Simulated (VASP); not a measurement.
# Mg3ZnS4 (P-43m) in VASP: further runs

The runs below take Mg3ZnS4 through single point, with PBE, r2SCAN.

All numbers are computed with VASP 6.6.1; they aren't measurements. Logs are shortened: lines on timing, memory, paths and dates and some standing lists are left out, and cuts for length are marked.

### Step 1. The cell of the first run

Symmetry: P-43m, No. 215, cubic system. Conventional cell: a = 5.635 Å, b = 5.635 Å, c = 5.635 Å, α = 90.00°, β = 90.00°, γ = 90.00°. Mg (site symmetry -42m) has 4 S at 2.46 Å within 3.2 Å. Within 3.1 Å of Zn (site symmetry -43m) lie 4 S at 2.38 Å. Within 3.1 Å of S (site symmetry 3m) lie 1 Zn at 2.38 Å and 3 Mg at 2.46 Å.

### Step 2. Single point, PBE

INCAR

```
SYSTEM = Mg3ZnS4
  PREC = Accurate
  ENCUT = 520
  EDIFF = 1E-7
  ISMEAR = 0
  SIGMA = 0.02
  LREAL = .FALSE.
  LASPH = .TRUE.
  NELM = 100
  ALGO = Normal
  ISIF = 2
  LWAVE = .FALSE.
  LCHARG = .FALSE.
  GGA = PE
  NBANDS = 31
```

KPOINTS

```
Automatic mesh
0
G
  4 4 4
  0 0 0
```

POSCAR

```
Mg3ZnS4
1.0
    5.6349098544      0.0000000000      0.0000000000
    0.0000000000      5.6349098544      0.0000000000
    0.0000000000      0.0000000000      5.6349098544
Mg Zn S
3 1 4
Direct
    0.5000000000      0.0000000000      0.5000000000
    0.5000000000      0.5000000000      0.0000000000
    0.0000000000      0.5000000000      0.5000000000
    0.0000000000      0.0000000000      0.0000000000
    0.2440964756      0.7559035244      0.7559035244
    0.2440964756      0.2440964756      0.2440964756
    0.7559035244      0.7559035244      0.2440964756
    0.7559035244      0.2440964756      0.7559035244
```

Potentials or basis: VASP PAW PBE potentials, release 64 (Mg, Zn, S).

Launch:

```
> cat potpaw_PBE.64/Mg/POTCAR potpaw_PBE.64/Zn/POTCAR potpaw_PBE.64/S/POTCAR > POTCAR
> mpirun -np 1 vasp_std > vasp.out
```

OUTCAR:

```text
SYSTEM = Mg3ZnS4
   PREC = Accurate
   ENCUT = 520
   EDIFF = 1E-7
   ISMEAR = 0
   LREAL = .FALSE.
   LASPH = .TRUE.
   NELM = 100
   ISIF = 2
   GGA = PE

 ion  position               nearest neighbor table
   1  0.500  0.000  0.500-   5 2.46   6 2.46   7 2.46   8 2.46
   2  0.500  0.500  0.000-   5 2.46   6 2.46   7 2.46   8 2.46
   3  0.000  0.500  0.500-   5 2.46   6 2.46   7 2.46   8 2.46
   4  0.000  0.000  0.000-   5 2.38   6 2.38   7 2.38   8 2.38
   5  0.244  0.756  0.756-   4 2.38   2 2.46   3 2.46   1 2.46
   6  0.244  0.244  0.244-   4 2.38   2 2.46   3 2.46   1 2.46
   7  0.756  0.756  0.244-   4 2.38   2 2.46   3 2.46   1 2.46
   8  0.756  0.244  0.756-   4 2.38   2 2.46   3 2.46   1 2.46

  LATTYP: Found a simple cubic cell.
 ALAT       =     5.6349098544

  Lattice vectors:

 A1 = (   5.6349098544,   0.0000000000,   0.0000000000)
 A2 = (   0.0000000000,   5.6349098544,   0.0000000000)
 A3 = (   0.0000000000,   0.0000000000,   5.6349098544)

Analysis of symmetry for initial positions (statically):
=====================================================================
 Subroutine PRICEL returns:
 Original cell was already a primitive cell.

 Routine SETGRP: Setting up the symmetry group for a
 simple cubic supercell.

 Subroutine GETGRP returns: Found 24 space group operations
 (whereof 24 operations were pure point group operations)
 out of a pool of 48 trial point group operations.

The static configuration has the point symmetry T_d .

Analysis of symmetry for dynamics (positions and initial velocities):
=====================================================================
 Subroutine PRICEL returns:
 Original cell was already a primitive cell.

 Routine SETGRP: Setting up the symmetry group for a
 simple cubic supercell.

 Subroutine GETGRP returns: Found 24 space group operations
 (whereof 24 operations were pure point group operations)
 out of a pool of 48 trial point group operations.

The dynamic configuration has the point symmetry T_d .

 Subroutine INISYM returns: Found 24 space group operations
 (whereof 24 operations are pure point group operations),
 and found     1 'primitive' translations

----------------------------------------------------------------------------------------

                                     Primitive cell

  volume of cell :     178.9208

  direct lattice vectors                    reciprocal lattice vectors
     5.634909854  0.000000000  0.000000000     0.177465128  0.000000000  0.000000000
     0.000000000  5.634909854  0.000000000     0.000000000  0.177465128  0.000000000
     0.000000000  0.000000000  5.634909854     0.000000000  0.000000000  0.177465128

  length of vectors
     5.634909854  5.634909854  5.634909854     0.177465128  0.177465128  0.177465128

  position of ions in fractional coordinates (direct lattice)
     0.500000000  0.000000000  0.500000000
     0.500000000  0.500000000  0.000000000
     0.000000000  0.500000000  0.500000000
     0.000000000  0.000000000  0.000000000
     0.244096476  0.755903524  0.755903524
     0.244096476  0.244096476  0.244096476
     0.755903524  0.755903524  0.244096476
     0.755903524  0.244096476  0.755903524

  ion indices of the primitive-cell ions
   primitive index   ion index
                 1           1
                 2           2
                 3           3
                 4           4
                 5           5
                 6           6
                 7           7
                 8           8

----------------------------------------------------------------------------------------

 KPOINTS: Automatic mesh

Automatic generation of k-mesh.
 Grid dimensions read from file:
 generate k-points for:    4    4    4

 Generating k-lattice:

  Cartesian coordinates                     Fractional coordinates (reciprocal lattice)
     0.044366282  0.000000000  0.000000000     0.250000000  0.000000000  0.000000000
     0.000000000  0.044366282  0.000000000     0.000000000  0.250000000  0.000000000
     0.000000000  0.000000000  0.044366282     0.000000000  0.000000000  0.250000000

  Length of vectors
     0.044366282  0.044366282  0.044366282

  Shift w.r.t. Gamma in fractional coordinates (k-lattice)
     0.000000000  0.000000000  0.000000000

 Subroutine IBZKPT returns following result:
 ===========================================

 Found     10 irreducible k-points:

 Following reciprocal coordinates:
            Coordinates               Weight
  0.000000  0.000000  0.000000      1.000000
  0.250000  0.000000  0.000000      6.000000
  0.500000  0.000000  0.000000      3.000000
  0.250000  0.250000  0.000000     12.000000
  0.500000  0.250000  0.000000     12.000000
  0.500000  0.500000  0.000000      3.000000
  0.250000  0.250000  0.250000      8.000000
  0.500000  0.250000  0.250000     12.000000
  0.500000  0.500000  0.250000      6.000000
  0.500000  0.500000  0.500000      1.000000
   k-points           NKPTS =     10   k-points in BZ     NKDIM =     10   number of bands    NBANDS=     31
   number of dos      NEDOS =    301   number of ions     NIONS =      8
   total plane-waves  NPLWV =  74088
   dimension x,y,z NGX =    42 NGY =   42 NGZ =   42
   dimension x,y,z NGXF=    84 NGYF=   84 NGZF=   84
   ions per type =               3   1   4
   NGX,Y,Z   is equivalent  to a cutoff of  12.39, 12.39, 12.39 a.u.
   NGXF,Y,Z  is equivalent  to a cutoff of  24.78, 24.78, 24.78 a.u.
 SYSTEM =  Mg3ZnS4
   PREC   = accura    normal or accurate (medium, high low for compatibility)
   ISTART =      0    job   : 0-new  1-cont  2-samecut
   ICHARG =      2    charge: 1-file 2-atom 10-const
   ISPIN  =      1    spin polarized calculation?
   LNONCOLLINEAR =      F non collinear calculations
   LSORBIT =      F    spin-orbit coupling
   LASPH  =      T    aspherical Exc in radial PAW
   ENCUT  =  520.0 eV  38.22 Ry    6.18 a.u.  10.48 10.48 10.48*2*pi/ulx,y,z
   NELM   =    100;   NELMIN=  2; NELMDL= -5     # of ELM steps
   EDIFF  = 0.1E-06   stopping-criterion for ELM
   LREAL  =      F    real-space projection
   EDIFFG = 0.1E-05   stopping-criterion for IOM
   NSW    =      0    number of steps for IOM
   IBRION =     -1    ionic relax: 0-MD 1-quasi-New 2-CG
   NFREE  =      0    steps in history (QN), initial steepest desc. (CG)
   ISIF   =      2    stress and relaxation
   ISYM   =      2    0-nonsym 1-usesym 2-fastsym
   POTIM  = 0.5000    time-step for ionic-motion
   TEBEG  =    0.0;   TEEND  =   0.0 temperature during run
   PSTRESS=    0.0 pullay stress
   NELECT =      42.0000    total number of electrons
   NUPDOWN=      -1.0000    fix difference up-down
   EMIN   =  10.00;   EMAX   =-10.00  energy-range for DOS
   EFERMI =   0.00;   METHOD = LEGACY
   ISMEAR =     0;   SIGMA  =   0.02  broadening in eV -4-tet -1-fermi 0-gaus
   EFERMI_NEDOS =   21; number of points for ismear=-14 and -15
   IALGO  =     38    algorithm
   IMIX   =      4    mixing-type and parameters
     AMIX     =   0.40;   BMIX     =  1.00
     AMIX_MAG =   1.60;   BMIX_MAG =  1.00
  volume/ion in A,a.u.               =      22.37       150.93
  Fermi-wavevector in a.u.,A,eV,Ry     =   1.009883  1.908402 13.876081  1.019863
  Thomas-Fermi vector in A             =   2.142838
   LORBIT       =      0    0 simple, 1 ext, 2 COOP (PROOUT), +10 PAW based schemes
   GGA     = PE    functional components
   LHFCALC =     F    Hartree Fock is set to
   AEXX    =    0.0000 exact exchange contribution
   IVDW    =     0    specifies the selected vdW correction
   LEPSILON=     F    determine dielectric tensor
   LRPA    =     F    only Hartree local field effects (RPA)
 non-spin polarized calculation
 Gauss-broadening in eV      SIGMA  =   0.02
  energy-cutoff  :      520.00
  volume of cell :      178.92
 maximum number of plane-waves:      4842
 NGX is ok and might be reduce to    42
   NGX = 21   NGY = 21   NGZ = 21

 number of electron      42.0000036 magnetization

 Free energy of the ion-electron system (eV)
  ---------------------------------------------------
  ext. energy  EPLUGINS =         0.00000000
  ---------------------------------------------------
  free energy    TOTEN  =       -32.20027867 eV

  energy without entropy =      -32.20027867  energy(sigma->0) =      -32.20027867

 E-fermi :   1.3080     XC(G=0):  -8.5946

 val. band max:        1.1828311302   @ k =   0.0000   0.0000   0.0000
 cond. band min:       4.0624091083   @ k =   0.0000   0.0000   0.0000
 fundamental gap:      2.8795779780
 Fermi energy:         1.3080395518

 k-point     1 :       0.0000    0.0000    0.0000
  band No.  band energies     occupation
      1     -10.4605      2.00000
      2      -9.5137      2.00000
      3      -9.5137      2.00000
      4      -9.5137      2.00000
      5      -4.0766      2.00000
      6      -4.0766      2.00000
[... 23 lines left out ...]
     30       8.7294      0.00000
     31       8.7294      0.00000

 k-point     2 :       0.2500    0.0000    0.0000
  band No.  band energies     occupation
      1     -10.3410      2.00000
      2      -9.6692      2.00000
      3      -9.5099      2.00000
      4      -9.5099      2.00000
      5      -4.1322      2.00000
      6      -4.0713      2.00000
[... 23 lines left out ...]
     30       9.1628      0.00000
     31       9.1628      0.00000

 k-point     3 :       0.5000    0.0000    0.0000
  band No.  band energies     occupation
      1     -10.0834      2.00000
      2      -9.9622      2.00000
      3      -9.5062      2.00000
      4      -9.5062      2.00000
      5      -4.1704      2.00000
      6      -4.0659      2.00000
[... 227 lines left out ...]
     30       8.8381      0.00000
     31       8.8381      0.00000

 k-point    10 :       0.5000    0.5000    0.5000
  band No.  band energies     occupation
      1      -9.7960      2.00000
      2      -9.7309      2.00000
      3      -9.7309      2.00000
      4      -9.7309      2.00000
      5      -4.0740      2.00000
      6      -4.0740      2.00000
[... 23 lines left out ...]
     30       8.7171      0.00000
     31       8.7171      0.00000

------------------------ aborting loop because EDIFF is reached ----------------------------------------

  FORCE on cell =-STRESS in cart. coord.  units (eV):
  Direction    XX          YY          ZZ          XY          YZ          ZX
  --------------------------------------------------------------------------------------
  -------------------------------------------------------------------------------------
  Total       -0.0983758     -0.0983758     -0.0983758     -0.0000000     -0.0000000     -0.0000000
  in kB       -0.8809232     -0.8809232     -0.8809232     -0.0000000     -0.0000000     -0.0000000
  external PRESSURE =      -0.8809232 kB  Pullay stress =       0.0000000 kB

 VOLUME and BASIS-vectors are now :
 -----------------------------------------------------------------------------
  energy-cutoff  :      520.00
  volume of cell :      178.92
      direct lattice vectors                 reciprocal lattice vectors
     5.634909854  0.000000000  0.000000000     0.177465128  0.000000000  0.000000000
     0.000000000  5.634909854  0.000000000     0.000000000  0.177465128  0.000000000
     0.000000000  0.000000000  5.634909854     0.000000000  0.000000000  0.177465128

 POSITION                                       TOTAL-FORCE (eV/Angst)
 -----------------------------------------------------------------------------------
      2.81745      0.00000      2.81745        -0.000000     -0.000000     -0.000000
      2.81745      2.81745      0.00000         0.000000     -0.000000     -0.000000
      0.00000      2.81745      2.81745         0.000000     -0.000000     -0.000000
      0.00000      0.00000      0.00000        -0.000000     -0.000000     -0.000000
      1.37546      4.25945      4.25945         0.012264     -0.012264     -0.012264
      1.37546      1.37546      1.37546         0.012264      0.012264      0.012264
      4.25945      4.25945      1.37546        -0.012264     -0.012264      0.012264
      4.25945      1.37546      4.25945        -0.012264      0.012264     -0.012264
 -----------------------------------------------------------------------------------
    total drift:                               -0.000000     -0.000000      0.000000

  FREE ENERGIE OF THE ION-ELECTRON SYSTEM (eV)
  ---------------------------------------------------
  free  energy   TOTEN  =       -32.2002786709 eV

  energy  without entropy=      -32.2002786709  energy(sigma->0) =      -32.20027867
```

Wall time 28 s (1 thread of Intel Xeon 6975P-C (Granite Rapids), shared host); peak memory 0.27 GiB.

Results:

```yaml
Free_energy: -32.2003 eV
Pressure: -0.1 GPa
Largest_force: 0.021 eV/Å
Band_gap_on_the_k_mesh: 2.88 eV, direct
```

Forces in eV/Å, atoms in the order of the input:
```
Mg   0.000  0.000  0.000
Mg   0.000  0.000  0.000
Mg   0.000  0.000  0.000
Zn   0.000  0.000  0.000
S    0.012 -0.012 -0.012
S    0.012  0.012  0.012
S   -0.012 -0.012  0.012
S   -0.012  0.012 -0.012
```

### Step 3. Single point, r2SCAN

POSCAR is that of step 2.

INCAR.step1

```
SYSTEM = Mg3ZnS4
  ALGO = Normal
  EDIFF = 1E-4
  ENCUT = 520
  GGA = PE
  ISMEAR = 0
  LASPH = .TRUE.
  LCHARG = .FALSE.
  LREAL = .FALSE.
  LWAVE = .TRUE.
  NBANDS = 31
  NELM = 100
  PREC = Accurate
  SIGMA = 0.02
```

INCAR.step2

```
SYSTEM = Mg3ZnS4
  ALGO = Normal
  EDIFF = 1E-6
  ENCUT = 520
  ISIF = 2
  ISMEAR = 0
  ISTART = 1
  LASPH = .TRUE.
  LCHARG = .TRUE.
  LELF = .TRUE.
  LMIXTAU = .TRUE.
  LREAL = .FALSE.
  LVHAR = .TRUE.
  LWAVE = .FALSE.
  METAGGA = R2SCAN
  NBANDS = 31
  NELM = 100
  PREC = Accurate
  SIGMA = 0.02
```

KPOINTS

```
k-points
0
G
  4 4 4
  0 0 0
```

Potentials or basis: VASP PAW PBE potentials, release 64 (Mg, Zn, S).

Launch:

```
> cat potpaw_PBE.64/Mg/POTCAR potpaw_PBE.64/Zn/POTCAR potpaw_PBE.64/S/POTCAR > POTCAR
> cp INCAR.step1 INCAR
> mpirun -np 1 vasp_std > vasp.out
> cp INCAR.step2 INCAR
> mpirun -np 1 vasp_std > vasp.out
```

Wall time 89 s (1 thread of Intel Xeon 6975P-C (Granite Rapids), shared host); peak memory 0.31 GiB.

Results (log left out):

```
Free energy            : -65.1092 eV
Pressure               : -1.5 GPa
Largest force          : 0.023 eV/Å
Band gap on the k mesh : 3.48 eV, direct
```

Forces in eV/Å, atoms in the order of the input:
```
Mg   0.000  0.000  0.000
Mg   0.000  0.000  0.000
Mg   0.000  0.000  0.000
Zn   0.000  0.000  0.000
S   -0.013  0.013  0.013
S   -0.013 -0.013 -0.013
S    0.013  0.013 -0.013
S    0.013 -0.013  0.013
```

Levels at points of the mesh, in eV from the valence-band top:
| k point | band 17 | band 18 | band 19 | band 20 | band 21 | band 22 | band 23 | band 24 | band 25 | band 26 |
| --- | --- | --- | --- | --- | --- | --- | --- | --- | --- | --- |
| (0.00, 0.00, 0.00) | -1.26 | -1.26 | 0.00 | 0.00 | 0.00 | 3.48 | 4.19 | 4.19 | 4.19 | 5.15 |
| (0.50, 0.00, 0.00) | -1.64 | -0.87 | -0.87 | -0.55 | -0.55 | 5.38 | 5.42 | 5.98 | 5.98 | 6.04 |
| (0.50, 0.50, 0.00) | -1.34 | -0.51 | -0.46 | -0.46 | -0.46 | 5.72 | 6.42 | 6.84 | 6.84 | 7.20 |
| (0.50, 0.50, 0.50) | -0.41 | -0.41 | -0.40 | -0.40 | -0.40 | 4.06 | 5.64 | 5.64 | 5.64 | 7.64 |

Caveat: the PAW data sets were made with another functional, which shifts forces and pressure a little.
